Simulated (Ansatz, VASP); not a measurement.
# Two plane-wave programs on Rh

```
Rh
1.0
     2.72453    0.00000    0.00000
    -1.36226    2.35951    0.00000
     0.00000    0.00000    8.88495
Rh
4
Direct
  0.00000 0.00000 0.00000
  0.00000 0.00000 0.50000
  0.33333 0.66667 0.25000
  0.66667 0.33333 0.75000
```

Alike in both runs: functional revPBE; k mesh 13 × 13 × 4; occupations fermi-dirac, width 0.1 eV; no spin polarisation.

Ansatz relaxed the structure, and its values are those at the end. VASP's run is a single point on that final structure, the one shown.

|  | VASP | Ansatz |
| --- | --- | --- |
| version | VASP 6.6.1 | Ansatz 0.2.0 |
| potentials or method | VASP PAW PBE potentials, release 64 (Rh_pv), cutoff 520 eV | plane waves (420 eV) with PAW, scalar-relativistic |
| valence electrons in the cell | 60 | 68 |

Ansatz gave:

| Property | Result |
| --- | --- |
| pressure (GPa) | 0.0 |

**Question.** What did VASP give for the same quantities?

**Answer.** Pressure (GPa): 0.2.

VASP's potentials were made for PBE, not for revPBE. VASP's potentials hold 60 valence electrons a cell and Ansatz's 68, so a difference there can come from the potentials and not from the codes.
